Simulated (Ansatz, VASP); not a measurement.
## One calculation of MgO, two programs

```
CELL_PARAMETERS angstrom
0.00000 2.13515 2.13515
2.13515 0.00000 2.13515
2.13515 2.13515 0.00000
ATOMIC_POSITIONS crystal
Mg 0.00000 0.00000 0.00000
O 0.35949 0.64051 0.35949
```

Alike in both runs: task single point; functional LDA; k mesh 6 × 6 × 6; occupations gaussian, width 0.05 eV; no spin polarisation.

|  | VASP | Ansatz |
| --- | --- | --- |
| version | VASP 6.6.1 | Ansatz 0.2.0 |
| potentials or method | VASP PAW LDA potentials, release 64 (Mg, O), cutoff 600 eV | scalar-relativistic, plane waves, PAW |
| valence electrons in the cell | 8 | 16 |

Ansatz gave:

```
gap on the k mesh at the Fermi level (eV) : 4.27
least direct gap on the mesh (eV)         : 4.27
rms of the force components (eV/Å)        : 7.102
```

**Question.** What did VASP give for the same quantities?

**Answer.** gap on the k mesh at the Fermi level (eV): 4.29; least direct gap on the mesh (eV): 4.29; rms of the force components (eV/Å): 7.482.

LDA's correlation is that of Perdew and Zunger in VASP and of Perdew and Wang (1992) in Ansatz. Atom by atom the forces differ by 0.380 eV/Å (rms over components). VASP's potentials hold 8 valence electrons a cell and Ansatz's 16, so a difference there can come from the potentials and not from the codes.

The k mesh is coarse, so the values compare programs but aren't converged.
